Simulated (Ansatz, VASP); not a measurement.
# One calculation of Co3NiGe4, two programs

```
CELL_PARAMETERS angstrom
3.28848 1.89861 2.69271
-3.28848 1.89861 2.69271
0.00000 -3.79721 2.69271
ATOMIC_POSITIONS crystal
Co 0.86018 0.36607 0.13503
Co 0.13503 0.86018 0.36607
Co 0.36607 0.13503 0.86018
Ni 0.63726 0.63726 0.63726
Ge 0.33714 0.33714 0.33714
Ge 0.16104 0.66013 0.84315
Ge 0.84315 0.16104 0.66013
Ge 0.66013 0.84315 0.16104
```

Alike in both runs: functional PBE; k mesh 12 × 12 × 12; occupations gaussian, width 0.1 eV; no spin polarisation.

Ansatz relaxed the structure, and its values are those at the end. VASP's run is a single point on that final structure, the one shown.

|  | VASP | Ansatz |
| --- | --- | --- |
| version | VASP 6.6.1 | Ansatz 0.2.0 |
| potentials or method | VASP PAW PBE potentials, release 64 (Co, Ni, Ge_d), cutoff 520 eV | scalar-relativistic, plane waves, PAW |
| valence electrons in the cell | 93 | 125 |

|  | VASP | Ansatz | Ansatz less VASP |
| --- | --- | --- | --- |
| gap on the k mesh at the Fermi level (eV) | none | none | - |
| pressure (GPa) | 0.2 | 0.0 | -0.15 |
| rms of the force components (eV/Å) | 0.005 | 0.000 | -0.0048 |

A gap of «none» marks a metal or a gap that the smearing closes. VASP's potentials hold 93 valence electrons a cell and Ansatz's 125, so a difference there can come from the potentials and not from the codes.
